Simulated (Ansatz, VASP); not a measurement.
CuO: VASP beside Ansatz

File POSCAR:

```
CuO
1.0
    2.8795009639      0.0000000000      0.0000000000
    0.0390727580      2.8792794796      0.0000000000
    0.0174953863      0.0172449008      5.1763391994
Cu O
2 2
Direct
    0.5000000000      0.0000000000      0.5000000000
    0.0000000000      0.5000000000      0.0000000000
    0.0015760300      0.9983282200      0.2501129000
    0.9984239700      0.0016717800      0.7498871000
```

File INCAR.step1:

```
  PREC = Accurate
  ENCUT = 900
  ISMEAR = 0
  SIGMA = 0.1
  LREAL = False
  LASPH = True
  NELM = 200
  ISPIN = 2
  MAGMOM = -0.61 0.61 0 0
  LMAXMIX = 4
  NBANDS = 37
  GGA = PE
  ALGO = Normal
  EDIFF = 1E-5
  LWAVE = True
  LCHARG = False
  GGA_COMPAT = False
```

Contents of INCAR.step2:

```
  PREC = Accurate
  ENCUT = 900
  EDIFF = 1E-6
  ISMEAR = 0
  SIGMA = 0.1
  LREAL = False
  LASPH = True
  NELM = 200
  ALGO = Normal
  ISIF = 2
  LWAVE = False
  LCHARG = False
  ISPIN = 2
  MAGMOM = -0.61 0.61 0 0
  LORBIT = 11
  LMAXMIX = 4
  METAGGA = R2SCAN
  LMIXTAU = True
  NBANDS = 37
  ISTART = 1
  GGA_COMPAT = False
```

Contents of KPOINTS:

```
Automatic mesh
0
Gamma
  1 1 1
```

Input for Ansatz:

```yaml
crystal:
  lattice:
    - [2.8795009639, 0.0, 0.0]
    - [0.039072758, 2.8792794796, 0.0]
    - [0.0174953863, 0.0172449008, 5.1763391994]
  atoms:
    - { symbol: Cu, position: [0.5, 0.0, 0.5], spin: -0.61 }
    - { symbol: Cu, position: [0.0, 0.5, 0.0], spin: 0.61 }
    - { symbol: O, position: [0.00157603, 0.99832822, 0.2501129] }
    - { symbol: O, position: [0.99842397, 0.00167178, 0.7498871] }
basis:
  ecutwfc: 500
kpoints:
  mp_grid: { grid: [1, 1, 1] }
hamiltonian:
  xc: r2scan
scf:
  occupations: { method: gaussian, width: 0.1 }
output:
  forces: true
  stress: true
  eigenvalues: true
  populations: true
magnetization:
  spin_polarized: true
```

Alike in both runs: task single point; functional r2SCAN; k mesh 1 × 1 × 1; occupations gaussian, width 0.1 eV; collinear spin.

|  | VASP | Ansatz |
| --- | --- | --- |
| version | VASP 6.6.1 | Ansatz 0.2.0 |
| potentials or method | VASP PAW PBE potentials, release 64 (Cu_sv_GW, O), cutoff 900 eV | scalar-relativistic, plane waves, PAW |
| valence electrons in the cell | 50 | 50 |

Ansatz gave:

* gap on the k mesh at the Fermi level (eV): 1.61
* least direct gap on the mesh (eV): 1.61
* pressure (GPa): -2.7
* traceless stress, the component that is largest in VASP (GPa): 17.73
* rms of the force components (eV/Å): 0.011
* net moment per atom (μB): 0.00
* size of the moment on the site where the two differ most (μB): 0.43

**Question.** What did VASP give for the same quantities?

**Answer.** gap on the k mesh at the Fermi level (eV): 1.63; least direct gap on the mesh (eV): 1.63; pressure (GPa): -2.8; traceless stress, the component that is largest in VASP (GPa): 17.42; rms of the force components (eV/Å): 0.011; net moment per atom (μB): 0.00; size of the moment on the site where the two differ most (μB): 0.41.

VASP's potentials were made for PBE, not for r2SCAN. Site moments also hang on the region over which each program counts them. Atom by atom the forces differ by 0.000 eV/Å (rms over components). Ansatz's warnings: stability check not made.

The k mesh is coarse, so the values compare programs but aren't converged.
